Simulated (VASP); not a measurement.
A run of VASP 6.6.1 is set up as follows.

Contents of INCAR:

```
SYSTEM = KI
ALGO = Normal
EDIFF = 1E-6
ENCUT = 500
GGA = PE
GGA_COMPAT = .FALSE.
ISIF = 2
ISMEAR = 0
LASPH = .TRUE.
LCHARG = .FALSE.
LREAL = .FALSE.
LWAVE = .FALSE.
NBANDS = 15
NELM = 120
PREC = Accurate
SIGMA = 0.01
```

File KPOINTS:

```
k-points
0
G
  4 4 4
  0 0 0
```

File POSCAR:

```
KI
1.0
    0.0000000000      3.5442850250      3.5442850250
    3.5442850250      0.0000000000      3.5442850250
    3.5442850250      3.5442850250      0.0000000000
K I
1 1
Direct
    0.0000000000      0.0000000000      0.0000000000
    0.5000000000      0.5000000000      0.5000000000
```

Potentials or basis: VASP PAW PBE potentials, release 64 (K_sv, I).

Run with:

```console
$ cat potpaw_PBE.64/K_sv/POTCAR potpaw_PBE.64/I/POTCAR > POTCAR
$ mpirun -np 1 vasp_std > vasp.out
```

Q: Estimate the pressure.

A: 0.5 GPa.

Q: Predict the band gap on the k mesh.

A: 3.94 eV, direct.

Caveat: spin-orbit coupling is left out, which moves the levels of the heavy elements. As with any semilocal functional, this PBE gap is likely too small.
